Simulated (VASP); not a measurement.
# BeS (F-43m) in VASP: notebook

Runs on BeS. Level: r2SCAN. Tasks: single point, relaxation of cell and atoms.

Everything below comes from runs of VASP 6.6.1. Logs are shortened: lines on timing, memory, paths and dates and some standing lists are left out, and cuts for length are marked.

## (1) The cell of the first run

Symmetry: F-43m, No. 216, cubic system. The conventional cell has a = 4.868 Å, b = 4.868 Å, c = 4.868 Å, α = 90.00°, β = 90.00°, γ = 90.00°. Be (site symmetry -43m) has 4 S at 2.11 Å within 2.8 Å. S (site symmetry -43m) has 4 Be at 2.11 Å within 2.8 Å.

## (2) Single point, r2SCAN

The input, POSCAR:

```
BeS
1.0
    0.0000000000      2.4339773297      2.4339773297
    2.4339773297      0.0000000000      2.4339773297
    2.4339773297      2.4339773297      0.0000000000
Be S
1 1
Direct
    0.0000000000      0.0000000000      0.0000000000
    0.2500000000      0.2500000000      0.2500000000
```

The input, INCAR.step1:

```
SYSTEM = BeS
  PREC = Accurate
  ENCUT = 520
  ISMEAR = -4
  SIGMA = 0.1
  LREAL = .False.
  LASPH = .True.
  NELM = 60
  NBANDS = 11
  GGA = PE
  ALGO = Normal
  EDIFF = 1E-4
  LWAVE = .True.
  LCHARG = .False.
```

The input, INCAR.step2:

```
SYSTEM = BeS
  PREC = Accurate
  ENCUT = 520
  EDIFF = 1E-7
  ISMEAR = -4
  SIGMA = 0.1
  LREAL = .False.
  LASPH = .True.
  NELM = 60
  ALGO = Normal
  ISIF = 2
  LWAVE = .False.
  LCHARG = .False.
  METAGGA = R2SCAN
  LMIXTAU = .True.
  NBANDS = 11
  ISTART = 1
```

The input, KPOINTS:

```
regular mesh
0
Gamma
  9 9 9
  0 0 0
```

Potentials or basis: VASP PAW PBE potentials, release 64 (Be, S).

Started as:

```
cat potpaw_PBE.64/Be/POTCAR potpaw_PBE.64/S/POTCAR > POTCAR
cp INCAR.step1 INCAR
mpirun -np 1 vasp_std > vasp.out
cp INCAR.step2 INCAR
mpirun -np 1 vasp_std > vasp.out
```

OUTCAR:

```text
SYSTEM = BeS
   PREC = Accurate
   ENCUT = 520
   EDIFF = 1E-7
   ISMEAR = -4
   LREAL = .False.
   LASPH = .True.
   NELM = 60
   ISIF = 2
   METAGGA = R2SCAN
   ISTART = 1

 ion  position               nearest neighbor table
   1  0.000  0.000  0.000-   2 2.11   2 2.11   2 2.11   2 2.11
   2  0.250  0.250  0.250-   1 2.11   1 2.11   1 2.11   1 2.11

  LATTYP: Found a face centered cubic cell.
 ALAT       =     4.8679546594

  Lattice vectors:

 A1 = (   0.0000000000,   2.4339773297,   2.4339773297)
 A2 = (   2.4339773297,   0.0000000000,   2.4339773297)
 A3 = (   2.4339773297,   2.4339773297,   0.0000000000)

Analysis of symmetry for initial positions (statically):
=====================================================================
 Subroutine PRICEL returns:
 Original cell was already a primitive cell.

 Routine SETGRP: Setting up the symmetry group for a
 face centered cubic supercell.

 Subroutine GETGRP returns: Found 24 space group operations
 (whereof 24 operations were pure point group operations)
 out of a pool of 48 trial point group operations.

The static configuration has the point symmetry T_d .

Analysis of symmetry for dynamics (positions and initial velocities):
=====================================================================
 Subroutine PRICEL returns:
 Original cell was already a primitive cell.

 Routine SETGRP: Setting up the symmetry group for a
 face centered cubic supercell.

 Subroutine GETGRP returns: Found 24 space group operations
 (whereof 24 operations were pure point group operations)
 out of a pool of 48 trial point group operations.

The dynamic configuration has the point symmetry T_d .

 Subroutine INISYM returns: Found 24 space group operations
 (whereof 24 operations are pure point group operations),
 and found     1 'primitive' translations

----------------------------------------------------------------------------------------

                                     Primitive cell

  volume of cell :      28.8390

  direct lattice vectors                    reciprocal lattice vectors
     0.000000000  2.433977330  2.433977330    -0.205425085  0.205425085  0.205425085
     2.433977330  0.000000000  2.433977330     0.205425085 -0.205425085  0.205425085
     2.433977330  2.433977330  0.000000000     0.205425085  0.205425085 -0.205425085

  length of vectors
     3.442163750  3.442163750  3.442163750     0.355806684  0.355806684  0.355806684

  position of ions in fractional coordinates (direct lattice)
     0.000000000  0.000000000  0.000000000
     0.250000000  0.250000000  0.250000000

  ion indices of the primitive-cell ions
   primitive index   ion index
                 1           1
                 2           2

----------------------------------------------------------------------------------------

 KPOINTS: regular mesh

Automatic generation of k-mesh.
 Grid dimensions read from file:
 generate k-points for:    9    9    9

 Generating k-lattice:

  Cartesian coordinates                     Fractional coordinates (reciprocal lattice)
    -0.022825009  0.022825009  0.022825009     0.111111111  0.000000000  0.000000000
     0.022825009 -0.022825009  0.022825009     0.000000000  0.111111111  0.000000000
     0.022825009  0.022825009 -0.022825009     0.000000000  0.000000000  0.111111111

  Length of vectors
     0.039534076  0.039534076  0.039534076

  Shift w.r.t. Gamma in fractional coordinates (k-lattice)
     0.000000000  0.000000000  0.000000000

 TETIRR: Found    115 inequivalent tetrahedra from     4374

 Subroutine IBZKPT returns following result:
 ===========================================

 Found     35 irreducible k-points:

 Following reciprocal coordinates:
            Coordinates               Weight
  0.000000  0.000000  0.000000      1.000000
  0.111111  0.000000  0.000000      8.000000
  0.222222  0.000000  0.000000      8.000000
  0.333333  0.000000  0.000000      8.000000
  0.444444  0.000000  0.000000      8.000000
  0.111111  0.111111  0.000000      6.000000
[... 16 lines left out ...]
 -0.333333  0.333333  0.000000     12.000000
  0.444444  0.444444  0.000000      6.000000
 [... further k-points ...]
   k-points           NKPTS =     35   k-points in BZ     NKDIM =     35   number of bands    NBANDS=     11
   number of dos      NEDOS =    301   number of ions     NIONS =      2
   total plane-waves  NPLWV =  21952
   dimension x,y,z NGX =    28 NGY =   28 NGZ =   28
   dimension x,y,z NGXF=    56 NGYF=   56 NGZF=   56
   ions per type =               1   1
   NGX,Y,Z   is equivalent  to a cutoff of  13.52, 13.52, 13.52 a.u.
   NGXF,Y,Z  is equivalent  to a cutoff of  27.05, 27.05, 27.05 a.u.
 SYSTEM =  BeS
   PREC   = accura    normal or accurate (medium, high low for compatibility)
   ISTART =      1    job   : 0-new  1-cont  2-samecut
   ICHARG =      0    charge: 1-file 2-atom 10-const
   ISPIN  =      1    spin polarized calculation?
   LNONCOLLINEAR =      F non collinear calculations
   LSORBIT =      F    spin-orbit coupling
   LASPH  =      T    aspherical Exc in radial PAW
   ENCUT  =  520.0 eV  38.22 Ry    6.18 a.u.   6.40  6.40  6.40*2*pi/ulx,y,z
   NELM   =     60;   NELMIN=  2; NELMDL=  0     # of ELM steps
   EDIFF  = 0.1E-06   stopping-criterion for ELM
   LREAL  =      F    real-space projection
   EDIFFG = 0.1E-05   stopping-criterion for IOM
   NSW    =      0    number of steps for IOM
   IBRION =     -1    ionic relax: 0-MD 1-quasi-New 2-CG
   NFREE  =      0    steps in history (QN), initial steepest desc. (CG)
   ISIF   =      2    stress and relaxation
   ISYM   =      2    0-nonsym 1-usesym 2-fastsym
   POTIM  = 0.5000    time-step for ionic-motion
   TEBEG  =    0.0;   TEEND  =   0.0 temperature during run
   PSTRESS=    0.0 pullay stress
   NELECT =       8.0000    total number of electrons
   NUPDOWN=      -1.0000    fix difference up-down
   EMIN   =  10.00;   EMAX   =-10.00  energy-range for DOS
   EFERMI =   0.00;   METHOD = LEGACY
   ISMEAR =    -4;   SIGMA  =   0.10  broadening in eV -4-tet -1-fermi 0-gaus
   EFERMI_NEDOS =   21; number of points for ismear=-14 and -15
   IALGO  =     38    algorithm
   IMIX   =      4    mixing-type and parameters
     AMIX     =   0.40;   BMIX     =  1.00
     AMIX_MAG =   1.60;   BMIX_MAG =  1.00
  volume/ion in A,a.u.               =      14.42        97.31
  Fermi-wavevector in a.u.,A,eV,Ry     =   1.067689  2.017641 15.510109  1.139961
  Thomas-Fermi vector in A             =   2.203314
   LORBIT       =      0    0 simple, 1 ext, 2 COOP (PROOUT), +10 PAW based schemes
   METAGGA = R2SCAN    functional components
   LHFCALC =     F    Hartree Fock is set to
   AEXX    =    0.0000 exact exchange contribution
   IVDW    =     0    specifies the selected vdW correction
   LEPSILON=     F    determine dielectric tensor
   LRPA    =     F    only Hartree local field effects (RPA)
 non-spin polarized calculation
 Fermi weights with tetrahedron method witout Bloechl corrections
  energy-cutoff  :      520.00
  volume of cell :       28.84
 maximum number of plane-waves:       789
 NGX is ok and might be reduce to    28
   NGX = 13   NGY = 13   NGZ = 13

 number of electron       7.9999999 magnetization

 Free energy of the ion-electron system (eV)
  ---------------------------------------------------
  ext. energy  EPLUGINS =         0.00000000
  ---------------------------------------------------
  free energy    TOTEN  =       -14.78663169 eV

  energy without entropy =      -14.78663169  energy(sigma->0) =      -14.78663169

 E-fermi :   3.8530     XC(G=0): -10.1353

 val. band max:        3.8527042784   @ k =   0.0000   0.0000   0.0000
 cond. band min:       7.5484849320   @ k =   0.4444   0.4444   0.0000
 fundamental gap:      3.6957806536
 Fermi energy:         3.8529964795

 k-point     1 :       0.0000    0.0000    0.0000
  band No.  band energies     occupation
      1     -10.3672      2.00000
      2       3.8527      2.00000
      3       3.8527      2.00000
      4       3.8527      2.00000
      5      10.1164      0.00000
      6      10.1164      0.00000
      7      10.1164      0.00000
      8      10.4410      0.00000
      9      17.2552      0.00000
     10      17.2552      0.00000
     11      19.6678      0.00000

 k-point     2 :       0.1111    0.0000    0.0000
  band No.  band energies     occupation
      1     -10.2224      2.00000
      2       2.8700      2.00000
      3       3.6929      2.00000
      4       3.6929      2.00000
      5      10.0908      0.00000
      6      10.4142      0.00000
      7      10.4142      0.00000
      8      11.4636      0.00000
      9      16.6775      0.00000
     10      16.6775      0.00000
     11      19.5808      0.00000

 k-point     3 :       0.2222    0.0000    0.0000
  band No.  band energies     occupation
      1      -9.8156      2.00000
      2       0.9858      2.00000
      3       3.3456      2.00000
      4       3.3456      2.00000
      5      10.0330      0.00000
      6      10.9494      0.00000
      7      10.9494      0.00000
      8      13.3938      0.00000
      9      16.2764      0.00000
     10      16.2764      0.00000
     11      19.1414      0.00000

 k-point     4 :       0.3333    0.0000    0.0000
  band No.  band energies     occupation
      1      -9.2535      2.00000
      2      -0.7768      2.00000
      3       3.0195      2.00000
      4       3.0195      2.00000
      5       9.9652      0.00000
      6      11.1145      0.00000
      7      11.1145      0.00000
      8      15.0377      0.00000
      9      17.1590      0.00000
     10      17.1590      0.00000
     11      19.0292      0.00000

 k-point     5 :       0.4444    0.0000    0.0000
  band No.  band energies     occupation
      1      -8.7928      2.00000
      2      -1.8796      2.00000
      3       2.8344      2.00000
      4       2.8344      2.00000
      5       9.9194      0.00000
      6      11.0181      0.00000
      7      11.0181      0.00000
      8      15.7850      0.00000
      9      18.9920      0.00000
     10      18.9920      0.00000
     11      19.7668      0.00000
[... 211 lines left out ...]
 k-point    21 :       0.4444    0.3333    0.0000
  band No.  band energies     occupation
      1      -8.4891      2.00000
      2      -0.7365      2.00000
      3       1.0727      2.00000
      4       1.4855      2.00000
      5       8.2432      0.00000
      6      10.0458      0.00000
      7      15.4976      0.00000
      8      15.5402      0.00000
      9      19.3543      0.00000
     10      20.2782      0.00000
     11      21.3479      0.00000

 k-point    22 :      -0.4444    0.3333    0.0000
  band No.  band energies     occupation
      1      -8.2302      2.00000
      2      -0.9673      2.00000
      3       0.1536      2.00000
      4       1.5935      2.00000
      5       8.6418      0.00000
      6      11.4572      0.00000
      7      15.1531      0.00000
      8      15.4625      0.00000
      9      17.9469      0.00000
     10      18.8622      0.00000
     11      22.1214      0.00000

 k-point    23 :      -0.3333    0.3333    0.0000
  band No.  band energies     occupation
      1      -8.2799      2.00000
      2      -0.7989      2.00000
      3      -0.3107      2.00000
      4       1.9634      2.00000
      5       9.2139      0.00000
      6      13.5256      0.00000
      7      14.1649      0.00000
      8      15.0823      0.00000
      9      15.9360      0.00000
     10      16.9971      0.00000
     11      23.2139      0.00000

 k-point    24 :       0.4444    0.4444    0.0000
  band No.  band energies     occupation
      1      -8.2581      2.00000
      2      -1.1256      2.00000
      3       1.2332      2.00000
      4       1.2332      2.00000
      5       7.5485      0.00000
      6       9.3197      0.00000
      7      17.1519      0.00000
      8      17.1519      0.00000
      9      20.0115      0.00000
     10      20.7330      0.00000
     11      22.1786      0.00000

 [... further k-points ...]
[... 5 lines left out ...]
  --------------------------------------------------------------------------------------
  -------------------------------------------------------------------------------------
  Total        0.0557063      0.0557063      0.0557063      0.0000000      0.0000000      0.0000000
  in kB        3.0948208      3.0948208      3.0948208      0.0000000      0.0000000      0.0000000
  external PRESSURE =       3.0948208 kB  Pullay stress =       0.0000000 kB

 VOLUME and BASIS-vectors are now :
 -----------------------------------------------------------------------------
  energy-cutoff  :      520.00
  volume of cell :       28.84
      direct lattice vectors                 reciprocal lattice vectors
     0.000000000  2.433977330  2.433977330    -0.205425085  0.205425085  0.205425085
     2.433977330  0.000000000  2.433977330     0.205425085 -0.205425085  0.205425085
     2.433977330  2.433977330  0.000000000     0.205425085  0.205425085 -0.205425085

 POSITION                                       TOTAL-FORCE (eV/Angst)
 -----------------------------------------------------------------------------------
      0.00000      0.00000      0.00000         0.000000      0.000000      0.000000
      1.21699      1.21699      1.21699        -0.000000     -0.000000     -0.000000
 -----------------------------------------------------------------------------------
    total drift:                                0.000000      0.000000      0.000000

  FREE ENERGIE OF THE ION-ELECTRON SYSTEM (eV)
  ---------------------------------------------------
  free  energy   TOTEN  =       -14.7866316879 eV

  energy  without entropy=      -14.7866316879  energy(sigma->0) =      -14.78663169
```

Wall time 44 s (1 thread of Intel Xeon Platinum 8375C at 2.90GHz (Ice Lake), shared host); peak memory 0.16 GiB.

Results:

```
Free energy            : -14.7866 eV
Pressure               : 0.3 GPa
Band gap on the k mesh : 3.70 eV (least direct gap 6.26 eV)
```

Caveat: the PAW data sets were made with another functional, which shifts forces and pressure a little; an odd mesh through Γ misses points on the zone boundary, where band edges can lie. r2SCAN opens gaps a little over a GGA but as a rule still falls short of measured ones.

## (3) Relaxation of cell and atoms, r2SCAN

This run uses another cell than the first one, of 14.83 Å³/atom.

The input, POSCAR:

```
BeS
1.0
    0.0000000000      2.4569115543      2.4569115543
    2.4569115543      0.0000000000      2.4569115543
    2.4569115543      2.4569115543      0.0000000000
Be S
1 1
Direct
    0.0000000000      0.0000000000      0.0000000000
    0.2500000000      0.2500000000      0.2500000000
```

The input, INCAR.step1:

```
SYSTEM = BeS
PREC = Accurate
ENCUT = 600
ISMEAR = -4
SIGMA = 0.1
LREAL = .FALSE.
LASPH = .TRUE.
NELM = 100
GGA = PE
ALGO = Normal
EDIFF = 1E-4
LWAVE = .TRUE.
LCHARG = .FALSE.
```

The input, INCAR.step2:

```
SYSTEM = BeS
PREC = Accurate
ENCUT = 600
EDIFF = 1E-6
ISMEAR = -4
SIGMA = 0.1
LREAL = .FALSE.
LASPH = .TRUE.
NELM = 100
ALGO = Normal
ISIF = 3
LWAVE = .FALSE.
LCHARG = .FALSE.
METAGGA = R2SCAN
LMIXTAU = .TRUE.
IBRION = 2
NSW = 100
EDIFFG = -0.1
ISTART = 1
```

The input, KPOINTS:

```
regular mesh
0
G
  9 9 9
  0 0 0
```

Potentials or basis: VASP PAW PBE potentials, release 64 (Be, S).

Started as:

```
cat potpaw_PBE.64/Be/POTCAR potpaw_PBE.64/S/POTCAR > POTCAR
cp INCAR.step1 INCAR
mpirun -np 1 vasp_std > vasp.out
cp INCAR.step2 INCAR
mpirun -np 1 vasp_std > vasp.out
```

OUTCAR:

```text
SYSTEM = BeS
   PREC = Accurate
   ENCUT = 600
   EDIFF = 1E-6
   ISMEAR = -4
   LREAL = .FALSE.
   LASPH = .TRUE.
   NELM = 100
   ISIF = 3
   METAGGA = R2SCAN
   IBRION = 2
   NSW = 100
   EDIFFG = -0.1
   ISTART = 1

 ion  position               nearest neighbor table
   1  0.000  0.000  0.000-   2 2.13   2 2.13   2 2.13   2 2.13
   2  0.250  0.250  0.250-   1 2.13   1 2.13   1 2.13   1 2.13

  LATTYP: Found a face centered cubic cell.
 ALAT       =     4.9138231086

  Lattice vectors:

 A1 = (   0.0000000000,   2.4569115543,   2.4569115543)
[... 492 lines left out ...]
      5       7.5713      0.00000
      6       9.3461      0.00000
      7      17.2007      0.00000
      8      17.2007      0.00000

 [... further k-points ...]
[... 5 lines left out ...]
  --------------------------------------------------------------------------------------
  -------------------------------------------------------------------------------------
  Total        0.1106445      0.1106445      0.1106445      0.0000000      0.0000000     -0.0000000
  in kB        6.1640601      6.1640601      6.1640601      0.0000000      0.0000000     -0.0000000
  external PRESSURE =       6.1640601 kB  Pullay stress =       0.0000000 kB

 VOLUME and BASIS-vectors are now :
 -----------------------------------------------------------------------------
  energy-cutoff  :      600.00
  volume of cell :       28.76
      direct lattice vectors                 reciprocal lattice vectors
     0.000000000  2.431725443  2.431725443    -0.205615318  0.205615318  0.205615318
     2.431725443  0.000000000  2.431725443     0.205615318 -0.205615318  0.205615318
     2.431725443  2.431725443  0.000000000     0.205615318  0.205615318 -0.205615318

 POSITION                                       TOTAL-FORCE (eV/Angst)
 -----------------------------------------------------------------------------------
      0.00000      0.00000      0.00000        -0.000000     -0.000000     -0.000000
      1.21586      1.21586      1.21586         0.000000      0.000000      0.000000
 -----------------------------------------------------------------------------------
    total drift:                                0.000000      0.000000      0.000000

  FREE ENERGIE OF THE ION-ELECTRON SYSTEM (eV)
  ---------------------------------------------------
  free  energy   TOTEN  =       -14.7868251923 eV

  energy  without entropy=      -14.7868251923  energy(sigma->0) =      -14.78682519

 reached required accuracy - stopping structural energy minimisation
```

OUTCAR.step1:

```text
SYSTEM = BeS
   PREC = Accurate
   ENCUT = 600
   ISMEAR = -4
   LREAL = .FALSE.
   LASPH = .TRUE.
[... 487 lines left out ...]
      0.00000      0.00000      0.00000        -0.000000     -0.000000     -0.000000
      1.22846      1.22846      1.22846         0.000000      0.000000      0.000000
 -----------------------------------------------------------------------------------
    total drift:                               -0.000000     -0.000000     -0.000000

  FREE ENERGIE OF THE ION-ELECTRON SYSTEM (eV)
  ---------------------------------------------------
  free  energy   TOTEN  =       -10.0094587303 eV

  energy  without entropy=      -10.0094587303  energy(sigma->0) =      -10.00945873
```

Wall time 59 s (1 thread of Intel Xeon Platinum 8375C at 2.90GHz (Ice Lake), shared host); peak memory 0.16 GiB.

What came out:

* Free energy: -14.7868 eV
* Relaxed volume: 14.38 Å³/atom
* Relaxed cell: a = 3.439 Å, b = 3.439 Å, c = 3.439 Å, α = 60.00°, β = 60.00°, γ = 60.00°
* Space group after relaxing (to 0.1 Å): F-43m (No. 216)
* Energy gained by relaxing: 2.5 meV/atom
* Ionic steps: 2
* Pressure after relaxing: 0.6 GPa
* Band gap on the k mesh: 3.69 eV (least direct gap 6.26 eV)

Step by step:
| step | energy change (eV) | largest force (eV/Å) | pressure (GPa) | volume (Å³) |
| --- | --- | --- | --- | --- |
| 1 | 0.0000 | 0.0000 | -2.30 | 29.66 |
| 2 | -0.0050 | 0.0000 | 0.62 | 28.76 |

Final structure:
```yaml
crystal:
  lattice:
    - [0.00000, 2.43173, 2.43173]
    - [2.43173, 0.00000, 2.43173]
    - [2.43173, 2.43173, 0.00000]
  atoms:
    - { symbol: Be, position: [0.00000, 0.00000, 0.00000] }
    - { symbol: S, position: [0.25000, 0.25000, 0.25000] }
```

Caveat: the PAW data sets were made with another functional, which shifts forces and pressure a little; an odd mesh through Γ misses points on the zone boundary, where band edges can lie.
